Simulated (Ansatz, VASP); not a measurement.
Given: the input of a run of Ansatz 0.2.0 on PbSe.

The input input.yaml:

```yaml
crystal:
  lattice:
    - [0.0, 3.0401081059, 3.0401081059]
    - [3.0401081059, 0.0, 3.0401081059]
    - [3.0401081059, 3.0401081059, 0.0]
  atoms:
    - { symbol: Pb, position: [0.0, 0.0, 0.0] }
    - { symbol: Se, position: [0.5, 0.5, 0.5] }
hamiltonian:
  xc: { exchange: pbe, correlation: none }
  pseudopotentials: { kind: paw }
kpoints:
  mp_grid: { grid: [8, 8, 8] }
scf:
  occupations: { method: fermi_dirac, width: 0.05 }
output:
  forces: true
  stress: true
  eigenvalues: true
```

Potentials or basis: Ansatz PAW.

Launch:

```sh
$ ansatz run input.yaml --threads 2 --pin off --max-ram 5120MiB --backend cpu --events-out ev --progress --plain --runs-dir out
```

Problem. Set up the same calculation for VASP 6.6.1. Potentials there: VASP PAW PBE potentials, release 64 (Pb_d, Se).

Solution. As run (the cutoff follows the program's own potentials):

Contents of INCAR:

```
PREC = Accurate
ENCUT = 520
EDIFF = 1E-6
ISMEAR = -1
SIGMA = 0.05
LREAL = F
LASPH = T
NELM = 60
ALGO = Normal
ISIF = 2
LWAVE = F
LCHARG = F
GGA = PE
ALDAC = 0.0
AGGAC = 0.0
NBANDS = 17
```

The input KPOINTS:

```
regular mesh
0
Gamma
  8 8 8
```

The input POSCAR:

```
PbSe
1.0
    0.0000000000      3.0401081059      3.0401081059
    3.0401081059      0.0000000000      3.0401081059
    3.0401081059      3.0401081059      0.0000000000
Pb Se
1 1
Direct
    0.0000000000      0.0000000000      0.0000000000
    0.5000000000      0.5000000000      0.5000000000
```

Potentials or basis: VASP PAW PBE potentials, release 64 (Pb_d, Se).

Command:

```bash
$ cat potpaw_PBE.64/Pb_d/POTCAR potpaw_PBE.64/Se/POTCAR > POTCAR
$ mpirun -np 1 vasp_std > vasp.out
```

Both were run:

|  | VASP | Ansatz | Ansatz less VASP |
| --- | --- | --- | --- |
| gap on the k mesh at the Fermi level (eV) | 0.36 | 0.35 | -0.002 |
| least direct gap on the mesh (eV) | 0.36 | 0.35 | -0.002 |
| pressure (GPa) | 13.0 | 13.0 | -0.03 |

VASP's potentials were made for PBE, not for PBE exchange alone. VASP's potentials hold 20 valence electrons a cell and Ansatz's 30, so a difference there can come from the potentials and not from the codes.

Neither program's run includes spin-orbit coupling.
